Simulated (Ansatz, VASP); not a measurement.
**TiS2: VASP beside Ansatz**

```
Ti S
1.0
     3.35886    0.00000    0.00000
    -1.67943    2.90886    0.00000
     0.00000    0.00000    5.52428
Ti S
1 2
Direct
  0.00000 0.00000 0.00000
  0.33333 0.66667 0.25870
  0.66667 0.33333 0.74130
```

Alike in both runs: task single point; functional r2SCAN; k mesh 12 × 12 × 8; occupations gaussian, width 0.1 eV; collinear spin.

|  | VASP | Ansatz |
| --- | --- | --- |
| version | VASP 6.6.1 | Ansatz 0.2.0 |
| potentials or method | VASP PAW PBE potentials, release 64 (Ti_sv, S), cutoff 550 eV | scalar-relativistic, plane waves, PAW |
| valence electrons in the cell | 24 | 24 |

|  | VASP | Ansatz | Ansatz less VASP |
| --- | --- | --- | --- |
| gap on the k mesh at the Fermi level (eV) | none | none | - |
| pressure (GPa) | 3.6 | 3.5 | -0.15 |
| traceless stress, the component that is largest in VASP (GPa) | -1.08 | -1.05 | +0.035 |
| rms of the force components (eV/Å) | 0.103 | 0.108 | +0.0045 |
| net moment per atom (μB) | 0.00 | 0.00 | 0.000 |

VASP's potentials were made for PBE, not for r2SCAN. Atom by atom the forces differ by 0.004 eV/Å (rms over components). A gap of «none» marks a metal or a gap that the smearing closes. The functional is the same, so the differences come from potentials, cutoffs and numerics. Ansatz's warnings: seeded moment not kept, stability check not made.
